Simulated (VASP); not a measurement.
Here is a VASP 6.6.1 calculation.

Contents of INCAR:

```
SYSTEM = Li2Se
PREC = Accurate
ENCUT = 750
EDIFF = 1E-7
ISMEAR = -1
SIGMA = 0.02
LREAL = .False.
LASPH = .True.
NELM = 120
ALGO = Normal
ISIF = 3
LWAVE = .False.
LCHARG = .False.
GGA = CA
IBRION = 2
NSW = 80
EDIFFG = -0.005
GGA_COMPAT = .False.
NELMIN = 4
```

The input KPOINTS:

```
Automatic mesh
0
Gamma
  6 6 6
  0 0 0
```

POSCAR

```
Li2Se
1.0
    0.0000000000      3.0025000000      3.0025000000
    3.0025000000      0.0000000000      3.0025000000
    3.0025000000      3.0025000000      0.0000000000
Li Se
2 1
Direct
    0.2500000000      0.2500000000      0.2500000000
    0.7500000000      0.7500000000      0.7500000000
    0.0000000000      0.0000000000      0.0000000000
```

Potentials or basis: VASP PAW LDA potentials, release 64 (Li_sv, Se).

Run with:

```console
$ cat potpaw_LDA.64/Li_sv/POTCAR potpaw_LDA.64/Se/POTCAR > POTCAR
$ mpirun -np 1 vasp_std > vasp.out
```

**Question.** What does it give for the relaxed volume?

**Answer.** 16.68 Å³/atom.

**Question.** Estimate the space group after relaxing (to 0.1 Å).

**Answer.** Fm-3m (No. 225).

**Question.** Estimate the relaxed cell.

**Answer.** a = 4.136 Å, b = 4.136 Å, c = 4.136 Å, α = 60.00°, β = 60.00°, γ = 60.00°.

Step by step:
```tsv
step	energy change (eV)	largest force (eV/Å)	pressure (GPa)	volume (Å³)
1	0.0000	0.0000	-2.63	54.14
2	-0.0282	0.0000	-1.29	51.85
3	-0.0356	0.0000	-0.07	50.14
4	-0.0356	0.0000	0.01	50.04
```

LDA usually gives volumes a few per cent too small. Zero-point motion and thermal expansion aren't in these numbers.
